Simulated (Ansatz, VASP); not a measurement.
## ZnCd3O4 in VASP and in Ansatz

Contents of INCAR:

```
ALGO = Normal ; EDIFF = 1E-6
ENCUT = 520 ; GGA = PE
ISIF = 2 ; ISMEAR = 0
ISPIN = 2 ; LASPH = True
LCHARG = False ; LORBIT = 11
LREAL = False ; LWAVE = False
MAGMOM = 0 0 0 0 1 1 1 1 ; NBANDS = 50
NELM = 150 ; PREC = Accurate
SIGMA = 0.1
```

File KPOINTS:

```
k-points
0
Gamma
  6 6 2
```

The input POSCAR:

```
ZnCd3O4
1.0
    3.3252980000      0.0000000000      0.0000000000
    0.0000000000      3.3252980000      0.0000000000
    0.0000000000      0.0000000000      9.2687760000
Zn Cd O
1 3 4
Direct
    0.0000000000      0.0000000000      0.0000000000
    0.5000000000      0.5000000000      0.2415340000
    0.0000000000      0.0000000000      0.5000000000
    0.5000000000      0.5000000000      0.7584660000
    0.0000000000      0.0000000000      0.2318760000
    0.5000000000      0.5000000000      0.5000000000
    0.0000000000      0.0000000000      0.7681240000
    0.5000000000      0.5000000000      0.0000000000
```

Input for Ansatz:

```yaml
crystal:
  lattice:
    - [3.325298, 0.0, 0.0]
    - [0.0, 3.325298, 0.0]
    - [0.0, 0.0, 9.268776]
  atoms:
    - { symbol: Zn, position: [0.0, 0.0, 0.0] }
    - { symbol: Cd, position: [0.5, 0.5, 0.241534] }
    - { symbol: Cd, position: [0.0, 0.0, 0.5] }
    - { symbol: Cd, position: [0.5, 0.5, 0.758466] }
    - { symbol: O, position: [0.0, 0.0, 0.231876], spin: 1.0 }
    - { symbol: O, position: [0.5, 0.5, 0.5], spin: 1.0 }
    - { symbol: O, position: [0.0, 0.0, 0.768124], spin: 1.0 }
    - { symbol: O, position: [0.5, 0.5, 0.0], spin: 1.0 }
basis:
  ecutwfc: 420
kpoints:
  mp_grid: { grid: [6, 6, 2] }
hamiltonian:
  xc: pbe
scf:
  occupations: { method: gaussian, width: 0.1 }
  lower_state_search: "off"
output:
  forces: true
  stress: true
  eigenvalues: true
  populations: true
magnetization:
  spin_polarized: true
```

Alike in both runs: task single point; functional PBE; k mesh 6 × 6 × 2; occupations gaussian, width 0.1 eV; collinear spin.

```csv
,VASP,Ansatz
version,VASP 6.6.1,Ansatz 0.2.0
potentials or method,"VASP PAW PBE potentials, release 64 (Zn, Cd, O), cutoff 520 eV","scalar-relativistic, plane waves, PAW"
valence electrons in the cell,72,96
```

```tsv
	VASP	Ansatz	Ansatz less VASP
gap on the k mesh at the Fermi level (eV)	none	none	-
pressure (GPa)	1.3	0.0	-1.23
traceless stress, the component that is largest in VASP (GPa)	0.01	-0.08	-0.089
rms of the force components (eV/Å)	0.015	0.001	-0.0139
net moment per atom (μB)	0.00	0.00	0.000
```

Atom by atom the forces differ by 0.014 eV/Å (rms over components). A gap of «none» marks a metal or a gap that the smearing closes. VASP's potentials hold 72 valence electrons a cell and Ansatz's 96, so a difference there can come from the potentials and not from the codes. Ansatz's warnings: seeded moment not kept.
